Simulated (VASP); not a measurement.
A run of VASP 6.6.1 is set up as follows.

INCAR

```
SYSTEM = Al
PREC     = Accurate       ! precision mode
ENCUT    = 520            ! plane-wave cutoff, eV
EDIFF    = 1E-6           ! SCF threshold, eV
ISMEAR   = 0              ! smearing method
SIGMA    = 0.1            ! smearing width, eV
LREAL    = Auto         
LASPH    = .TRUE.         ! aspherical terms in the spheres
NELM     = 60             ! most SCF steps
ALGO     = Normal         ! electronic algorithm
ISIF     = 2              ! what is computed and relaxed
LWAVE    = .FALSE.        ! write WAVECAR
LCHARG   = .FALSE.        ! write CHGCAR
GGA      = PE             ! functional
NBANDS   = 72             ! bands
```

Contents of KPOINTS:

```
regular mesh
0
G
  2 2 2
  0 0 0
```

Contents of POSCAR:

```
Al
1.0
    8.1048400000      0.0000000000      0.0000000000
    0.0000000000      8.1048400000      0.0000000000
    0.0000000000      0.0000000000      8.1048400000
Al
33
Direct
    0.4998019920      0.0000511592      0.0029078081
    0.7527609489      0.2530458698     -0.0026468198
    0.7472307697      0.0000475745      0.2500252248
   -0.0001657770      0.0001050605      0.0151501685
    0.2467482247      0.2531490919     -0.0028205474
    0.4999708175      0.5001052811      0.0151371582
    0.7528093494      0.7470957798     -0.0026792209
    0.2525315709      0.0000403765      0.2499957725
    0.4998191336      0.2474127757      0.2500137957
    0.7349494427      0.5000876646      0.2506857977
    0.4998246753      0.0000402499      0.4976094521
    0.7522543670      0.2524578230      0.5026977350
    0.7349485582      0.0001003918      0.7504100769
   -0.0002086863      0.5000419240      0.0604932974
    0.2466808498      0.7469735675     -0.0028453012
   -0.0000963088      0.2351298784      0.2506854433
    0.2648076654      0.5000639308      0.2506692558
    0.4998132268      0.7527132793      0.2500265720
   -0.0000598009      0.0000948514      0.4852908256
    0.2473306455      0.2525978010      0.5027963258
    0.4999969457      0.5000528824      0.4852789285
    0.7522821443      0.7476468210      0.5027669721
    0.2648114399      0.0000961563      0.7503086481
    0.4999891133      0.2351264943      0.7503585127
    0.6911494416      0.5000379870      0.7499389241
   -0.0001209768      0.7649867842      0.2506932089
   -0.0001831887      0.5000320780      0.4424666352
    0.2472843714      0.7474884439      0.5028572217
   -0.0001899035      0.1911491478      0.7499384544
    0.3091823515      0.5000300470      0.7499067852
    0.4999824885      0.7649867022      0.7504096644
   -0.0001962112      0.8091882093      0.7499499595
    0.0002526296      0.5002065160      0.7518920750
```

Potentials or basis: VASP PAW PBE potentials, release 64 (Al).

Command:

```bash
$ cat potpaw_PBE.64/Al/POTCAR > POTCAR
$ mpirun -np 1 vasp_std > vasp.out
```

(1) Predict the band gap on the k mesh.

(2) What does it give for the largest force?

(3) What does it give for the pressure?

Answers

(1) zero (an odd number of electrons rules out a gap without spin polarisation).

(2) 0.008 eV/Å.

(3) 4.5 GPa.

Caveat: the k points lie up to 0.39 Å⁻¹ apart, too coarse for converged energies and pressures of a metal.
